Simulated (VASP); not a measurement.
# Pd (C2/m) in VASP: single point with LDA

Aim: the single point of Pd with LDA.

All numbers are computed with VASP 6.6.1; they aren't measurements. Logs are shortened: lines on timing, memory, paths and dates and some standing lists are left out, and cuts for length are marked.

## 1. The cell of the first run

It takes space group C2/m (No. 12, monoclinic). The conventional cell has a = 4.847 Å, b = 2.798 Å, c = 4.533 Å, α = 90.00°, β = 90.00°, γ = 90.00°. Within 2.6 Å of Pd (site symmetry m) lie 3 Pd at 1.95 to 2.48 Å.

## 2. Single point, LDA

The input, INCAR:

```
ALGO = Normal
EDIFF = 1E-6
ENCUT = 520
GGA = CA
ISIF = 2
ISMEAR = -1
LASPH = True
LCHARG = True
LELF = True
LREAL = False
LVHAR = True
LWAVE = False
NBANDS = 17
NELM = 100
PREC = Accurate
SIGMA = 0.05
```

The input, KPOINTS:

```
k-points
0
Gamma
  12 12 7
```

The input, POSCAR:

```
Pd
1.0
    2.7983685316      0.0000000000      0.0000000000
   -1.3991842658      2.4234582375      0.0000000000
    0.0000000000      0.0000000000      4.5333570212
Pd
2
Direct
    0.2333333333      0.6166666667      0.1750000000
    0.7666666667      0.3833333333      0.8250000000
```

Potentials or basis: VASP PAW LDA potentials, release 64 (Pd).

Run with:

```bash
$ cat potpaw_LDA.64/Pd/POTCAR > POTCAR
$ mpirun -np 1 vasp_std > vasp.out
```

OUTCAR:

```text
EDIFF = 1E-6
   ENCUT = 520
   GGA = CA
   ISIF = 2
   ISMEAR = -1
   LASPH = True
   LREAL = False
   NELM = 100
   PREC = Accurate

 ion  position               nearest neighbor table
   1  0.233  0.617  0.175-   2 1.95   2 2.48   2 2.48   2 3.16   2 3.41   2 3.41
   2  0.767  0.383  0.825-   1 1.95   1 2.48   1 2.48   1 3.16   1 3.41   1 3.41

  LATTYP: Found a hexagonal cell.
 ALAT       =     2.7983685316
 C/A-ratio  =     1.6200000000

  Lattice vectors:

 A1 = (   2.7983685316,   0.0000000000,   0.0000000000)
 A2 = (  -1.3991842658,   2.4234582375,   0.0000000000)
 A3 = (   0.0000000000,   0.0000000000,   4.5333570212)

Analysis of symmetry for initial positions (statically):
=====================================================================
 Subroutine PRICEL returns:
 Original cell was already a primitive cell.

 Routine SETGRP: Setting up the symmetry group for a
 hexagonal supercell.

 Subroutine GETGRP returns: Found  4 space group operations
 (whereof  4 operations were pure point group operations)
 out of a pool of 24 trial point group operations.

The static configuration has the point symmetry C_2h.

Analysis of symmetry for dynamics (positions and initial velocities):
=====================================================================
 Subroutine PRICEL returns:
 Original cell was already a primitive cell.

 Routine SETGRP: Setting up the symmetry group for a
 hexagonal supercell.

 Subroutine GETGRP returns: Found  4 space group operations
 (whereof  4 operations were pure point group operations)
 out of a pool of 24 trial point group operations.

The dynamic configuration has the point symmetry C_2h.

 Subroutine INISYM returns: Found  4 space group operations
 (whereof  4 operations are pure point group operations),
 and found     1 'primitive' translations

----------------------------------------------------------------------------------------

                                     Primitive cell

  volume of cell :      30.7440

  direct lattice vectors                    reciprocal lattice vectors
     2.798368532  0.000000000  0.000000000     0.357351074  0.206316739  0.000000000
    -1.399184266  2.423458237  0.000000000     0.000000000  0.412633477  0.000000000
     0.000000000  0.000000000  4.533357021     0.000000000  0.000000000  0.220587083

  length of vectors
     2.798368532  2.798368532  4.533357021     0.412633477  0.412633477  0.220587083

  position of ions in fractional coordinates (direct lattice)
     0.233333333  0.616666667  0.175000000
     0.766666667  0.383333333  0.825000000

  ion indices of the primitive-cell ions
   primitive index   ion index
                 1           1
                 2           2

----------------------------------------------------------------------------------------

 KPOINTS: k-points

Automatic generation of k-mesh.
 Grid dimensions read from file:
 generate k-points for:   12   12    7

 Generating k-lattice:

  Cartesian coordinates                     Fractional coordinates (reciprocal lattice)
     0.029779256  0.017193062  0.000000000     0.083333333  0.000000000  0.000000000
     0.000000000  0.034386123  0.000000000     0.000000000  0.083333333  0.000000000
     0.000000000  0.000000000  0.031512440     0.000000000  0.000000000  0.142857143

  Length of vectors
     0.034386123  0.034386123  0.031512440

  Shift w.r.t. Gamma in fractional coordinates (k-lattice)
     0.000000000  0.000000000  0.000000000

 Subroutine IBZKPT returns following result:
 ===========================================

 Found    277 irreducible k-points:

 Following reciprocal coordinates:
            Coordinates               Weight
  0.000000  0.000000  0.000000      1.000000
  0.083333  0.000000  0.000000      2.000000
  0.000000  0.083333  0.000000      4.000000
  0.166667  0.000000  0.000000      2.000000
  0.000000  0.166667  0.000000      4.000000
  0.250000  0.000000  0.000000      2.000000
[... 16 lines left out ...]
 -0.083333  0.416667  0.000000      4.000000
 -0.416667  0.333333  0.000000      4.000000
 [... further k-points ...]
   k-points           NKPTS =    277   k-points in BZ     NKDIM =    277   number of bands    NBANDS=     17
   number of dos      NEDOS =    301   number of ions     NIONS =      2
   total plane-waves  NPLWV =  20736
   dimension x,y,z NGX =    24 NGY =   24 NGZ =   36
   dimension x,y,z NGXF=    48 NGYF=   48 NGZF=   72
   ions per type =               2
   NGX,Y,Z   is equivalent  to a cutoff of  14.26, 14.26, 13.20 a.u.
   NGXF,Y,Z  is equivalent  to a cutoff of  28.52, 28.52, 26.40 a.u.
 SYSTEM =  unknown system
   PREC   = accura    normal or accurate (medium, high low for compatibility)
   ISTART =      0    job   : 0-new  1-cont  2-samecut
   ICHARG =      2    charge: 1-file 2-atom 10-const
   ISPIN  =      1    spin polarized calculation?
   LNONCOLLINEAR =      F non collinear calculations
   LSORBIT =      F    spin-orbit coupling
   LASPH  =      T    aspherical Exc in radial PAW
   ENCUT  =  520.0 eV  38.22 Ry    6.18 a.u.   5.20  5.20  8.43*2*pi/ulx,y,z
   NELM   =    100;   NELMIN=  2; NELMDL= -5     # of ELM steps
   EDIFF  = 0.1E-05   stopping-criterion for ELM
   LREAL  =      F    real-space projection
   EDIFFG = 0.1E-04   stopping-criterion for IOM
   NSW    =      0    number of steps for IOM
   IBRION =     -1    ionic relax: 0-MD 1-quasi-New 2-CG
   NFREE  =      0    steps in history (QN), initial steepest desc. (CG)
   ISIF   =      2    stress and relaxation
   ISYM   =      2    0-nonsym 1-usesym 2-fastsym
   POTIM  = 0.5000    time-step for ionic-motion
   TEBEG  =    0.0;   TEEND  =   0.0 temperature during run
   PSTRESS=    0.0 pullay stress
   NELECT =      20.0000    total number of electrons
   NUPDOWN=      -1.0000    fix difference up-down
   EMIN   =  10.00;   EMAX   =-10.00  energy-range for DOS
   EFERMI =   0.00;   METHOD = LEGACY
   ISMEAR =    -1;   SIGMA  =   0.05  broadening in eV -4-tet -1-fermi 0-gaus
   EFERMI_NEDOS =   21; number of points for ismear=-14 and -15
   IALGO  =     38    algorithm
   IMIX   =      4    mixing-type and parameters
     AMIX     =   0.40;   BMIX     =  1.00
     AMIX_MAG =   1.60;   BMIX_MAG =  1.00
  volume/ion in A,a.u.               =      15.37       103.74
  Fermi-wavevector in a.u.,A,eV,Ry     =   1.418507  2.680589 27.377114  2.012161
  Thomas-Fermi vector in A             =   2.539625
   LORBIT       =      0    0 simple, 1 ext, 2 COOP (PROOUT), +10 PAW based schemes
   GGA     = CA    functional components
   LHFCALC =     F    Hartree Fock is set to
   AEXX    =    0.0000 exact exchange contribution
   IVDW    =     0    specifies the selected vdW correction
   LEPSILON=     F    determine dielectric tensor
   LRPA    =     F    only Hartree local field effects (RPA)
 non-spin polarized calculation
  energy-cutoff  :      520.00
  volume of cell :       30.74
 maximum number of plane-waves:       840
 NGX is ok and might be reduce to    24
   NGX = 11   NGY = 11   NGZ = 17

 number of electron      20.0000002 magnetization

 Free energy of the ion-electron system (eV)
  ---------------------------------------------------
  ext. energy  EPLUGINS =         0.00000000
  ---------------------------------------------------
  free energy    TOTEN  =        -9.00322162 eV

  energy without entropy =       -8.98385111  energy(sigma->0) =       -8.99353636

 E-fermi :   9.6469     XC(G=0): -13.0011

 val. band max:        9.6424266967   @ k =   0.2500   0.0000   0.0000
 cond. band min:       9.6556145715   @ k =   0.5000  -0.3333   0.2857
 fundamental gap:      0.0131878748
 Fermi energy:         9.6469016095

 k-point     1 :       0.0000    0.0000    0.0000
  band No.  band energies     occupation
      1       1.9649      2.00000
      2       2.2743      2.00000
      3       3.4249      2.00000
      4       4.4374      2.00000
      5       5.1532      2.00000
      6       5.8907      2.00000
[... 9 lines left out ...]
     16      31.4224      0.00000
     17      31.6276      0.00000

 k-point     2 :       0.0833    0.0000    0.0000
  band No.  band energies     occupation
      1       2.1558      2.00000
      2       2.4499      2.00000
      3       3.4455      2.00000
      4       4.5126      2.00000
      5       5.2757      2.00000
      6       5.5752      2.00000
[... 9 lines left out ...]
     16      29.5027      0.00000
     17      29.9163      0.00000

 k-point     3 :       0.0000    0.0833    0.0000
  band No.  band energies     occupation
      1       2.1768      2.00000
      2       2.3812      2.00000
      3       3.4283      2.00000
      4       4.3609      2.00000
      5       5.0957      2.00000
      6       5.9805      2.00000
[... 9 lines left out ...]
     16      29.3478      0.00000
     17      30.7340      0.00000

 k-point     4 :       0.1667    0.0000    0.0000
  band No.  band energies     occupation
      1       2.5503      2.00000
      2       3.0186      2.00000
      3       3.5697      2.00000
      4       4.6918      2.00000
      5       4.9727      2.00000
      6       5.6291      2.00000
[... 9 lines left out ...]
     16      28.0852      0.00000
     17      28.3415      0.00000

 k-point     5 :       0.0000    0.1667    0.0000
  band No.  band energies     occupation
      1       2.6125      2.00000
      2       2.7253      2.00000
      3       3.4360      2.00000
      4       4.2132      2.00000
      5       5.0264      2.00000
      6       6.2262      2.00000
[... 9 lines left out ...]
     16      27.5791      0.00000
     17      29.7514      0.00000

 k-point     6 :       0.2500    0.0000    0.0000
  band No.  band energies     occupation
      1       2.7927      2.00000
      2       3.8256      2.00000
      3       3.9066      2.00000
      4       4.5250      2.00000
      5       4.8586      2.00000
      6       6.1767      2.00000
[... 9 lines left out ...]
     16      26.9219      0.00000
     17      28.0828      0.00000

 k-point     7 :       0.0000    0.2500    0.0000
  band No.  band energies     occupation
      1       2.6887      2.00000
      2       3.1675      2.00000
      3       3.6085      2.00000
      4       4.1109      2.00000
      5       5.3444      2.00000
      6       6.4176      2.00000
[... 9 lines left out ...]
     16      26.8655      0.00000
     17      28.0495      0.00000

 k-point     8 :       0.3333   -0.0000    0.0000
  band No.  band energies     occupation
      1       2.8649      2.00000
      2       3.7311      2.00000
      3       4.1059      2.00000
      4       4.9296      2.00000
      5       5.3355      2.00000
      6       6.8474      2.00000
[... 9 lines left out ...]
     16      25.5684      0.00000
     17      26.4710      0.00000
[... 203 lines left out ...]
      1       2.9296      2.00000
      2       3.8016      2.00000
      3       4.0340      2.00000
      4       4.7523      2.00000
      5       4.9380      2.00000
      6       6.4072      2.00000
[... 9 lines left out ...]
     16      26.3057      0.00000
     17      27.4689      0.00000

 k-point    20 :      -0.0833    0.3333    0.0000
  band No.  band energies     occupation
      1       2.6617      2.00000
      2       3.1927      2.00000
      3       3.8551      2.00000
      4       4.0209      2.00000
      5       5.2633      2.00000
      6       6.7250      2.00000
[... 9 lines left out ...]
     16      26.5879      0.00000
     17      27.0251      0.00000

 k-point    21 :      -0.3333    0.2500    0.0000
  band No.  band energies     occupation
      1       2.7759      2.00000
      2       3.2889      2.00000
      3       3.8834      2.00000
      4       4.0929      2.00000
      5       5.8913      2.00000
      6       6.2547      2.00000
[... 9 lines left out ...]
     16      26.4777      0.00000
     17      26.9745      0.00000

 k-point    22 :       0.3333    0.0833    0.0000
  band No.  band energies     occupation
      1       2.9703      2.00000
      2       3.5942      2.00000
      3       4.0587      2.00000
      4       4.8679      2.00000
      5       5.8018      2.00000
      6       6.7287      2.00000
[... 9 lines left out ...]
     16      25.0651      0.00000
     17      25.6019      0.00000

 k-point    23 :      -0.0833    0.4167    0.0000
  band No.  band energies     occupation
      1       2.4406      2.00000
      2       3.2982      2.00000
      3       3.8623      2.00000
      4       3.9985      2.00000
      5       5.9702      2.00000
      6       7.1078      2.00000
[... 9 lines left out ...]
     16      24.1615      0.00000
     17      25.3747      0.00000

 k-point    24 :      -0.4167    0.3333    0.0000
  band No.  band energies     occupation
      1       2.5346      2.00000
      2       3.4482      2.00000
      3       3.8640      2.00000
      4       3.8694      2.00000
      5       6.5551      2.00000
      6       7.1046      2.00000
[... 9 lines left out ...]
     16      24.3768      0.00000
     17      25.2433      0.00000

 [... further k-points ...]
[... 5 lines left out ...]
  --------------------------------------------------------------------------------------
  -------------------------------------------------------------------------------------
  Total        8.7912408      3.8096882     18.0474097      4.3141511      5.3848105      9.3267653
  in kB      458.1422964    198.5361713    940.5136205    224.8254993    280.6213007    486.0503466
  external PRESSURE =     532.3973627 kB  Pullay stress =       0.0000000 kB

 VOLUME and BASIS-vectors are now :
 -----------------------------------------------------------------------------
  energy-cutoff  :      520.00
  volume of cell :       30.74
      direct lattice vectors                 reciprocal lattice vectors
     2.798368532  0.000000000  0.000000000     0.357351074  0.206316739  0.000000000
    -1.399184266  2.423458237  0.000000000     0.000000000  0.412633477  0.000000000
     0.000000000  0.000000000  4.533357021     0.000000000  0.000000000  0.220587083

 POSITION                                       TOTAL-FORCE (eV/Angst)
 -----------------------------------------------------------------------------------
     -0.20988      1.49447      0.79334         5.878917      3.394194     13.833211
      1.60906      0.92899      3.74002        -5.878917     -3.394194    -13.833211
 -----------------------------------------------------------------------------------
    total drift:                               -0.000000      0.000000     -0.000000

  FREE ENERGIE OF THE ION-ELECTRON SYSTEM (eV)
  ---------------------------------------------------
  free  energy   TOTEN  =        -9.0032216232 eV

  energy  without entropy=       -8.9838511060  energy(sigma->0) =       -8.99353636
```

Wall time 63 s (1 thread of AMD EPYC 9R45 (Zen 5), shared host); peak memory 0.2 GiB.

What came out:

| Property | Result |
| --- | --- |
| Free energy | -9.0032 eV |
| Pressure | 53.2 GPa |
| Largest force | 15.409 eV/Å |
| Band gap on the k mesh | zero (band 10 reaches 10.08 eV, above the bottom of band 11 at 9.19 eV) |

Forces on the atoms (eV/Å):
```
Pd    5.879   3.394  13.833
Pd   -5.879  -3.394 -13.833
```

Stress tensor (GPa, compression positive):
```
45.81 22.48 48.61
22.48 19.85 28.06
48.61 28.06 94.05
```

Caveat: forces of over 1 eV/Å act on the atoms, so gaps and moduli don't describe the material at rest.
